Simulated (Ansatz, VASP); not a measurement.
**ZnS: VASP beside Ansatz**

Contents of INCAR:

```
ALGO = Normal
EDIFF = 1E-7
ENCUT = 520
GGA = PE
ISIF = 2
ISMEAR = 0
LASPH = True
LCHARG = False
LREAL = False
LWAVE = False
NBANDS = 66
NELM = 100
PREC = Accurate
SIGMA = 0.1
```

The input KPOINTS:

```
k-points
0
Gamma
  4 2 2
```

Contents of POSCAR:

```
ZnS
1.0
    0.0000000000      0.0000000000      3.7001223624
    6.0765127438      0.0000000000      0.0000000000
    0.0000000000     10.5248288052      0.0000000000
Zn S
6 6
Direct
    0.6666666667      0.6147879959      0.0000000000
    0.6666666667      0.1147879959      0.5000000000
    0.3333333333      0.6926060021      0.3073939979
    0.3333333333      0.1926060021      0.8073939979
    0.0000000000      0.1926060021      0.1926060021
    0.0000000000      0.6926060021      0.6926060021
    0.1666666667      0.3674207599      0.0000000000
    0.1666666667      0.8674207599      0.5000000000
    0.8333333333      0.8162896201      0.1837103799
    0.8333333333      0.3162896201      0.6837103799
    0.5000000000      0.3162896201      0.3162896201
    0.5000000000      0.8162896201      0.8162896201
```

Input for Ansatz:

```yaml
crystal:
  lattice:
    - [0.0, 0.0, 3.7001223624]
    - [6.0765127438, 0.0, 0.0]
    - [0.0, 10.5248288052, 0.0]
  atoms:
    - { symbol: Zn, position: [0.6666666667, 0.6147879959, 0.0] }
    - { symbol: Zn, position: [0.6666666667, 0.1147879959, 0.5] }
    - { symbol: Zn, position: [0.3333333333, 0.6926060021, 0.3073939979] }
    - { symbol: Zn, position: [0.3333333333, 0.1926060021, 0.8073939979] }
    - { symbol: Zn, position: [0.0, 0.1926060021, 0.1926060021] }
    - { symbol: Zn, position: [0.0, 0.6926060021, 0.6926060021] }
    - { symbol: S, position: [0.1666666667, 0.3674207599, 0.0] }
    - { symbol: S, position: [0.1666666667, 0.8674207599, 0.5] }
    - { symbol: S, position: [0.8333333333, 0.8162896201, 0.1837103799] }
    - { symbol: S, position: [0.8333333333, 0.3162896201, 0.6837103799] }
    - { symbol: S, position: [0.5, 0.3162896201, 0.3162896201] }
    - { symbol: S, position: [0.5, 0.8162896201, 0.8162896201] }
basis:
  ecutwfc: 420
kpoints:
  mp_grid: { grid: [4, 2, 2] }
hamiltonian:
  xc: pbe
scf:
  occupations: { method: gaussian, width: 0.1 }
  lower_state_search: "off"
output:
  forces: true
  stress: true
  eigenvalues: true
```

Alike in both runs: task single point; functional PBE; k mesh 4 × 2 × 2; occupations gaussian, width 0.1 eV; no spin polarisation.

|  | VASP | Ansatz |
| --- | --- | --- |
| version | VASP 6.6.1 | Ansatz 0.2.0 |
| potentials or method | VASP PAW PBE potentials, release 64 (Zn, S), cutoff 520 eV | scalar-relativistic, plane waves, PAW |
| valence electrons in the cell | 108 | 108 |

Ansatz gave:

| Quantity | Value |
| --- | --- |
| gap on the k mesh at the Fermi level (eV) | 1.89 |
| least direct gap on the mesh (eV) | 1.89 |
| pressure (GPa) | 0.0 |
| traceless stress, the component that is largest in VASP (GPa) | 0.18 |
| rms of the force components (eV/Å) | 0.007 |

**Question.** Estimate VASP's values.

**Answer.** gap on the k mesh at the Fermi level (eV): 1.89; least direct gap on the mesh (eV): 1.89; pressure (GPa): 0.2; traceless stress, the component that is largest in VASP (GPa): 0.18; rms of the force components (eV/Å): 0.006.

Atom by atom the forces differ by 0.002 eV/Å (rms over components).

The k mesh is coarse, so the values compare programs but aren't converged.
